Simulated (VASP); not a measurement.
A run of VASP 6.6.1 is set up as follows.

The input INCAR:

```
ALGO = Normal ; EDIFF = 1E-6
ENCUT = 520 ; GGA = PE
ISIF = 2 ; ISMEAR = -1
LASPH = True ; LCHARG = False
LREAL = False ; LWAVE = False
NBANDS = 9 ; NELM = 60
PREC = Accurate ; SIGMA = 0.15
```

The input KPOINTS:

```
k-points
0
Gamma
  4 4 4
```

Contents of POSCAR:

```
Se
1.0
    0.0000000000      2.1687000000      2.1687000000
    2.1687000000      0.0000000000      2.1687000000
    2.1687000000      2.1687000000      0.0000000000
Se
1
Direct
    0.0000000000      0.0000000000      0.0000000000
```

Potentials or basis: VASP PAW PBE potentials, release 64 (Se).

The run is started by

```sh
$ cat potpaw_PBE.64/Se/POTCAR > POTCAR
$ mpirun -np 1 vasp_std > vasp.out
```

Problem. Estimate the pressure.

Solution. -0.6 GPa.

Problem. Estimate the band gap on the k mesh.

Solution. Zero (band 3 reaches 8.39 eV, above the bottom of band 4 at 3.16 eV).

Caveat: the k points lie up to 0.63 Å⁻¹ apart.
